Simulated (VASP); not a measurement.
A run of VASP 6.6.1:

File INCAR:

```
  PREC = Accurate
  ENCUT = 520
  EDIFF = 1E-7
  ISMEAR = 0
  SIGMA = 0.05
  LREAL = F
  LASPH = T
  NELM = 150
  ALGO = Normal
  ISIF = 2
  LWAVE = F
  LCHARG = F
  ISPIN = 2
  MAGMOM = 0.81 0.04
  LORBIT = 11
  LMAXMIX = 4
  LDAU = T
  LDAUTYPE = 1
  LDAUL = 2 -1
  LDAUU = 7 0
  LDAUJ = 0.9 0
  LDAUPRINT = 1
  GGA = PE
  NBANDS = 19
```

The input KPOINTS:

```
regular mesh
0
Gamma
  5 5 5
```

The input POSCAR:

```
PtSe
1.0
    0.0000000000      3.0374472300      3.0374472300
    3.0374472300      0.0000000000      3.0374472300
    3.0374472300      3.0374472300      0.0000000000
Pt Se
1 1
Direct
    0.0000000000      0.0000000000      0.0000000000
    0.2500000000      0.2500000000      0.2500000000
```

Potentials or basis: VASP PAW PBE potentials, release 64 (Pt, Se).

Launch:

```console
$ cat potpaw_PBE.64/Pt/POTCAR potpaw_PBE.64/Se/POTCAR > POTCAR
$ mpirun -np 1 vasp_std > vasp.out
```

Hardware: 1 thread of Intel(R) Xeon(R) Platinum 8488C (Sapphire Rapids), on a shared host.

**Question.** Estimate the wall time of this run.

**Answer.** Wall time 19 s on 1 thread of Intel(R) Xeon(R) Platinum 8488C (Sapphire Rapids), on a shared host, peak memory 0.2 GiB. Counts: scf iterations 16, k points 10.
